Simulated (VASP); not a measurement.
Runs of VASP 6.6.1 on BN. The structure is that of space group P6_3/mmc (No. 194), or close to it. The cells are those of the table. 

```csv
cell,gap on the mesh (eV),pressure (GPa)
"a = 2.306, b = 2.306, c = 7.146 Å, angles 90.0, 90.0, 120.0°, 4 atoms",(b),79.5
"a = 2.306, b = 2.306, c = 6.352 Å, angles 90.0, 90.0, 120.0°, 4 atoms",4.56,90.2
"a = 2.406, b = 2.406, c = 6.882 Å, angles 90.0, 90.0, 120.0°, 4 atoms",4.53,(c)
"a = 2.506, b = 2.506, c = 7.146 Å, angles 90.0, 90.0, 120.0°, 4 atoms",4.38,-0.3
"a = 2.406, b = 2.406, c = 6.617 Å, angles 90.0, 90.0, 120.0°, 4 atoms",4.46,35.4
"a = 2.607, b = 2.607, c = 6.882 Å, angles 90.0, 90.0, 120.0°, 4 atoms",(a),-23.0
"a = 2.306, b = 2.306, c = 6.882 Å, angles 90.0, 90.0, 120.0°, 4 atoms",4.71,82.6
"a = 2.707, b = 2.707, c = 6.882 Å, angles 90.0, 90.0, 120.0°, 4 atoms",3.88,-37.9
```

Alike in all rows: task single point; level PBE+D3(BJ); potentials or basis VASP PAW PBE potentials, release 64 (B, N); no spin polarisation; k mesh 12 × 12 × 4; cutoff (eV) 520; smearing gaussian 0.05 eV.

Problem. Estimate the missing entries.

Solution. (a) 4.11; (b) 4.57; (c) 33.8.

A k mesh can miss the band edges.
